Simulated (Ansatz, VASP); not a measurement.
# Two plane-wave programs on Be2C3

```
CELL_PARAMETERS angstrom
-2.08605 2.70874 3.64808
2.08605 -2.70874 3.64808
2.08605 2.70874 -3.64808
ATOMIC_POSITIONS crystal
Be 0.19231 0.50000 0.69231
Be 0.80769 0.50000 0.30769
C 0.00000 0.85048 0.85048
C 0.00000 0.14952 0.14952
C 0.50000 0.50000 0.00000
```

Alike in both runs: functional PBE; k mesh 6 × 6 × 6; occupations gaussian, width 0.1 eV; collinear spin.

Ansatz relaxed the structure, and its values are those at the end. VASP's run is a single point on that final structure, the one shown.

|  | VASP | Ansatz |
| --- | --- | --- |
| version | VASP 6.6.1 | Ansatz 0.2.0 |
| potentials or method | VASP PAW PBE potentials, release 64 (Be, C), cutoff 520 eV | scalar-relativistic, plane waves, PAW |
| valence electrons in the cell | 16 | 16 |

Ansatz gave:

```
gap on the k mesh at the Fermi level (eV)                     : none
pressure (GPa)                                                : 0.1
rms of the force components (eV/Å)                            : 0.003
net moment per atom (μB)                                      : 0.38
size of the moment on the site where the two differ most (μB) : 0.63
```

Q: Which values does VASP return?

A: gap on the k mesh at the Fermi level (eV): none; pressure (GPa): 0.1; rms of the force components (eV/Å): 0.024; net moment per atom (μB): 0.38; size of the moment on the site where the two differ most (μB): 0.70.

Site moments also hang on the region over which each program counts them. A gap of «none» marks a metal or a gap that the smearing closes.
